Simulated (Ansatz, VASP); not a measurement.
## Two plane-wave programs on K2MnOsC6N6

```xyz
16
Lattice="0.0000 5.0960 5.0960 5.0960 0.0000 5.0960 5.0960 5.0960 0.0000" Properties=species:S:1:pos:R:3 pbc="T T T"
K     2.5480    2.5480    2.5480
K     7.6440    7.6440    7.6440
Mn    5.0960    5.0960    5.0960
Os    0.0000    0.0000    0.0000
C     1.8960    5.0960    5.0960
C     5.0960    1.8960    5.0960
C     5.0960    5.0960    1.8960
C     8.2960    5.0960    5.0960
C     5.0960    8.2960    5.0960
C     5.0960    5.0960    8.2960
N     3.0660    5.0960    5.0960
N     5.0960    3.0660    5.0960
N     5.0960    5.0960    3.0660
N     7.1260    5.0960    5.0960
N     5.0960    7.1260    5.0960
N     5.0960    5.0960    7.1260
```

Alike in both runs: task single point; functional PBE; k mesh 4 × 4 × 4; occupations gaussian, width 0.1 eV; collinear spin.

|  | VASP | Ansatz |
| --- | --- | --- |
| version | VASP 6.6.1 | Ansatz 0.2.0 |
| potentials or method | VASP PAW PBE potentials, release 64 (K_sv, Mn_pv, Os, C, N), cutoff 600 eV | scalar-relativistic, plane waves, PAW |
| valence electrons in the cell | 93 | 103 |

```csv
,VASP,Ansatz,Ansatz less VASP
gap on the k mesh at the Fermi level (eV),none,none,-
pressure (GPa),8.7,8.0,-0.78
rms of the force components (eV/Å),1.203,1.167,-0.0366
net moment per atom (μB),0.06,0.06,0.000
size of the moment on the site where the two differ most (μB),0.95,0.86,-0.097
```

Site moments also hang on the region over which each program counts them. Atom by atom the forces differ by 0.118 eV/Å (rms over components). A gap of «none» marks a metal or a gap that the smearing closes. With one functional, cell and mesh, what is left measures potentials, basis and numerics. VASP's potentials hold 93 valence electrons a cell and Ansatz's 103, so a difference there can come from the potentials and not from the codes.

Spin-orbit coupling is off throughout. Noted on VASP's run: the standard files for N, O and F lose accuracy on very short bonds.
